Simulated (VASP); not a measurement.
# Ni3Ge (Pm-3m) in VASP: notebook

The runs below take Ni3Ge through single point, with LDA.

Everything below comes from runs of VASP 6.6.1. Logs are shortened: lines on timing, memory, paths and dates and some standing lists are left out, and cuts for length are marked.

## 1. The cell of the first run

Symmetry: Pm-3m, No. 221, cubic system. Conventional cell: a = 3.530 Å, b = 3.530 Å, c = 3.530 Å, α = 90.00°, β = 90.00°, γ = 90.00°. Ni (site symmetry 4/mmm) has 8 Ni at 2.50 Å and 4 Ge at 2.50 Å within 3.3 Å. Within 3.3 Å of Ge (site symmetry m-3m) lie 12 Ni at 2.50 Å.

## 2. Single point, LDA, collinear spin, ferromagnetic start

Input file INCAR:

```
  PREC = Accurate
  ENCUT = 520
  EDIFF = 1E-6
  ISMEAR = -1
  SIGMA = 0.05
  LREAL = F
  LASPH = T
  NELM = 150
  ALGO = Normal
  ISIF = 2
  LWAVE = F
  LCHARG = T
  ISPIN = 2
  MAGMOM = 0.5 0.5 0.5 0
  LORBIT = 11
  NUPDOWN = 1.5
  LMAXMIX = 4
  LELF = T
  LVHAR = T
  NBANDS = 34
```

Input file KPOINTS:

```
regular mesh
0
Gamma
  8 8 8
```

Input file POSCAR:

```
Ni3Ge
1.0
    3.5303341067      0.0000000000      0.0000000000
    0.0000000000      3.5303341067      0.0000000000
    0.0000000000      0.0000000000      3.5303341067
Ni Ge
3 1
Direct
    0.5000000000      0.0000000000      0.5000000000
    0.0000000000      0.5000000000      0.5000000000
    0.5000000000      0.5000000000      0.0000000000
    0.0000000000      0.0000000000      0.0000000000
```

Potentials or basis: VASP PAW LDA potentials, release 64 (Ni, Ge_d).

The run is started by

```
> cat potpaw_LDA.64/Ni/POTCAR potpaw_LDA.64/Ge_d/POTCAR > POTCAR
> mpirun -np 1 vasp_std > vasp.out
```

OUTCAR:

```text
PREC = Accurate
   ENCUT = 520
   EDIFF = 1E-6
   ISMEAR = -1
   LREAL = F
   LASPH = T
   NELM = 150
   ISIF = 2
   ISPIN = 2
   LORBIT = 11
   NUPDOWN = 1.5

 ion  position               nearest neighbor table
   1  0.500  0.000  0.500-   2 2.50   3 2.50   4 2.50   3 2.50   4 2.50   2 2.50   3 2.50   3 2.50
                             2 2.50   4 2.50   4 2.50   2 2.50
   2  0.000  0.500  0.500-   1 2.50   3 2.50   4 2.50   3 2.50   4 2.50   1 2.50   4 2.50   4 2.50
                             1 2.50   3 2.50   3 2.50   1 2.50
   3  0.500  0.500  0.000-   1 2.50   2 2.50   4 2.50   1 2.50   2 2.50   1 2.50   4 2.50   1 2.50
                             2 2.50   4 2.50   2 2.50   4 2.50
   4  0.000  0.000  0.000-   1 2.50   2 2.50   3 2.50   1 2.50   2 2.50   2 2.50   3 2.50   2 2.50
                             1 2.50   3 2.50   1 2.50   3 2.50

  LATTYP: Found a simple cubic cell.
 ALAT       =     3.5303341067

  Lattice vectors:

 A1 = (   3.5303341067,   0.0000000000,   0.0000000000)
 A2 = (   0.0000000000,   3.5303341067,   0.0000000000)
 A3 = (   0.0000000000,   0.0000000000,   3.5303341067)

Analysis of symmetry for initial positions (statically):
=====================================================================
 Subroutine PRICEL returns:
 Original cell was already a primitive cell.

 Routine SETGRP: Setting up the symmetry group for a
 simple cubic supercell.

 Subroutine GETGRP returns: Found 48 space group operations
 (whereof 48 operations were pure point group operations)
 out of a pool of 48 trial point group operations.

The static configuration has the point symmetry O_h .

Analysis of symmetry for dynamics (positions and initial velocities):
=====================================================================
 Subroutine PRICEL returns:
 Original cell was already a primitive cell.

 Routine SETGRP: Setting up the symmetry group for a
 simple cubic supercell.

 Subroutine GETGRP returns: Found 48 space group operations
 (whereof 48 operations were pure point group operations)
 out of a pool of 48 trial point group operations.

The dynamic configuration has the point symmetry O_h .

Analysis of structural, dynamic, and magnetic symmetry:
=====================================================================
 Subroutine PRICEL returns:
 Original cell was already a primitive cell.

 Routine SETGRP: Setting up the symmetry group for a
 simple cubic supercell.

 Subroutine GETGRP returns: Found 48 space group operations
 (whereof 48 operations were pure point group operations)
 out of a pool of 48 trial point group operations.

[... 133 lines left out ...]
   LEPSILON=     F    determine dielectric tensor
   LRPA    =     F    only Hartree local field effects (RPA)
 spin polarized calculation
  energy-cutoff  :      520.00
  volume of cell :       44.00
 maximum number of plane-waves:      1213
 NGX is ok and might be reduce to    28
   NGX = 13   NGY = 13   NGZ = 13

 number of electron      43.9999972 magnetization       1.4999999

 Free energy of the ion-electron system (eV)
  ---------------------------------------------------
  ext. energy  EPLUGINS =         0.00000000
  ---------------------------------------------------
  free energy    TOTEN  =       -26.00474077 eV

  energy without entropy =      -25.97527088  energy(sigma->0) =      -25.99000583

 E-fermi :   9.8249     XC(G=0): -13.8280

 val. band max:       10.5323178302   @ k =   0.5000   0.5000   0.5000
 cond. band min:       9.8521451931   @ k =   0.5000   0.2500   0.1250
 fundamental gap:     -0.6801726371
 Fermi energy:        10.6543927359

 spin component 1

 k-point     1 :       0.0000    0.0000    0.0000
  band No.  band energies     occupation
      1     -14.5247      1.00000
      2     -14.5247      1.00000
      3     -14.5106      1.00000
      4     -14.5106      1.00000
      5     -14.5106      1.00000
      6      -2.4284      1.00000
[... 877 lines left out ...]
     33      25.1791      0.00000
     34      27.2495      0.00000

 [... further k-points ...]

 spin component 2

 k-point     1 :       0.0000    0.0000    0.0000
  band No.  band energies     occupation
      1     -14.5178      1.00000
      2     -14.5178      1.00000
      3     -14.5041      1.00000
      4     -14.5041      1.00000
      5     -14.5041      1.00000
      6      -2.3778      1.00000
[... 877 lines left out ...]
     33      25.3097      0.00000
     34      27.3561      0.00000

 [... further k-points ...]

------------------------ aborting loop because EDIFF is reached ----------------------------------------

  FORCE on cell =-STRESS in cart. coord.  units (eV):
  Direction    XX          YY          ZZ          XY          YZ          ZX
  --------------------------------------------------------------------------------------
  -------------------------------------------------------------------------------------
  Total       -1.3370982     -1.3370982     -1.3370982     -0.0000000     -0.0000000      0.0000000
  in kB      -48.6885063    -48.6885063    -48.6885063     -0.0000000     -0.0000000      0.0000000
  external PRESSURE =     -48.6885063 kB  Pullay stress =       0.0000000 kB

 VOLUME and BASIS-vectors are now :
 -----------------------------------------------------------------------------
  energy-cutoff  :      520.00
  volume of cell :       44.00
      direct lattice vectors                 reciprocal lattice vectors
     3.530334107  0.000000000  0.000000000     0.283259309  0.000000000  0.000000000
     0.000000000  3.530334107  0.000000000     0.000000000  0.283259309  0.000000000
     0.000000000  0.000000000  3.530334107     0.000000000  0.000000000  0.283259309

 POSITION                                       TOTAL-FORCE (eV/Angst)
 -----------------------------------------------------------------------------------
      1.76517      0.00000      1.76517         0.000000      0.000000      0.000000
      0.00000      1.76517      1.76517         0.000000      0.000000      0.000000
      1.76517      1.76517      0.00000         0.000000      0.000000      0.000000
      0.00000      0.00000      0.00000         0.000000      0.000000      0.000000
 -----------------------------------------------------------------------------------
    total drift:                                0.000000      0.000000      0.000000

  FREE ENERGIE OF THE ION-ELECTRON SYSTEM (eV)
  ---------------------------------------------------
  free  energy   TOTEN  =       -26.0047407732 eV

  energy  without entropy=      -25.9752708797  energy(sigma->0) =      -25.99000583

 total charge

# of ion       s       p       d       tot
------------------------------------------
    1        0.480   0.552   8.417   9.450
    2        0.480   0.552   8.417   9.450
    3        0.480   0.552   8.417   9.450
    4        1.096   1.271  10.139  12.505
--------------------------------------------------
tot          2.537   2.928  35.390  40.855

 magnetization (x)

# of ion       s       p       d       tot
------------------------------------------
    1        0.001   0.005   0.478   0.483
    2        0.001   0.005   0.478   0.483
    3        0.001   0.005   0.478   0.483
    4        0.001   0.034  -0.005   0.030
--------------------------------------------------
tot          0.004   0.048   1.429   1.480
```

Run time: 2.9 min. Hardware: 1 thread of Intel Xeon 8259CL, shared host; peak memory 0.2 GiB.

What came out:

- Free energy: -26.0047 eV
- Pressure: -4.9 GPa
- Net moment: 1.50 μB per cell
- Site moments: Ni +0.48; Ge +0.03 μB
- Valence electrons inside the program's atomic spheres: Ni 9.45; Ge 12.51

Caveat: the cell stands under tension; the total moment is fixed, so each spin has its own Fermi level and the state may be an excited one.

## 3. Single point, LDA, collinear spin, ferromagnetic start

Input file INCAR:

```
PREC     = Accurate       # precision mode
ENCUT    = 520            # plane-wave cutoff, eV
EDIFF    = 1E-6           # SCF threshold, eV
ISMEAR   = -1             # smearing method
SIGMA    = 0.05           # smearing width, eV
LREAL    = False          # projectors in reciprocal space
LASPH    = True           # aspherical terms in the spheres
NELM     = 150            # most SCF steps
ALGO     = Normal         # electronic algorithm
ISIF     = 2              # what is computed and relaxed
LWAVE    = False          # write WAVECAR
LCHARG   = False          # write CHGCAR
ISPIN    = 2              # spin polarisation
MAGMOM   = 0.8 0.8 0.8 0  # initial moments
LORBIT   = 11             # projections on sites
NUPDOWN  = 2.4            # fixed moment
LMAXMIX  = 4              # l up to which the mixer works
GGA      = CA             # functional
NBANDS   = 34             # bands
```

Input file KPOINTS:

```
Automatic mesh
0
Gamma
  8 8 8
```

POSCAR is that of step 2.

Potentials or basis: VASP PAW LDA potentials, release 64 (Ni, Ge_d).

The run is started by

```
> cat potpaw_LDA.64/Ni/POTCAR potpaw_LDA.64/Ge_d/POTCAR > POTCAR
> mpirun -np 1 vasp_std > vasp.out
```

Wall time 2.5 min (1 thread of Intel Xeon 8259CL, shared host); peak memory 0.2 GiB.

It converged, with:

```
Free energy                                           : -25.5505 eV
Pressure                                              : -1.8 GPa
Net moment                                            : 2.40 μB per cell
Site moments                                          : Ni +0.74; Ge +0.11 μB
Valence electrons inside the program's atomic spheres : Ni 9.44; Ge 12.53
```

Caveat: the total moment is fixed, so each spin has its own Fermi level and the state may be an excited one.

(Part 1 of 2 ends here.)
